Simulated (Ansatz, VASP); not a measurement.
**Cd3TeSe2: VASP beside Ansatz**

```
Cd Te Se
1.0
    -2.44994    2.44994    8.09582
     2.44994   -2.44994    8.09582
     2.44994    2.44994   -8.09582
Cd Te Se
3 1 2
Cartesian
  0.0000 0.0000 10.9640
  0.0000 0.0000 5.2276
  0.0000 0.0000 0.0000
  0.0000 0.0000 8.0958
  0.0000 2.4499 4.0479
  2.4499 0.0000 4.0479
```

Alike in both runs: task relaxation of cell and atoms; functional PBE; k mesh 6 × 6 × 6; occupations gaussian, width 0.1 eV; no spin polarisation.

|  | VASP | Ansatz |
| --- | --- | --- |
| version | VASP 6.6.1 | Ansatz 0.2.0 |
| potentials or method | VASP PAW PBE potentials, release 64 (Cd, Te, Se), cutoff 600 eV | scalar-relativistic, plane waves, PAW |
| valence electrons in the cell | 54 | 108 |

```csv
,VASP,Ansatz,Ansatz less VASP
"gap on the k mesh at the Fermi level, each at its own relaxed structure (eV)",none,none,-
relaxed volume (Å³/atom),32.63,32.40,-0.232
relaxed length of the cell vector where the two differ most in proportion (Å),8.828,8.806,-0.0215
```

A gap of «none» marks a metal or a gap that the smearing closes. VASP's potentials hold 54 valence electrons a cell and Ansatz's 108, so a difference there can come from the potentials and not from the codes.

Spin-orbit coupling is off throughout.
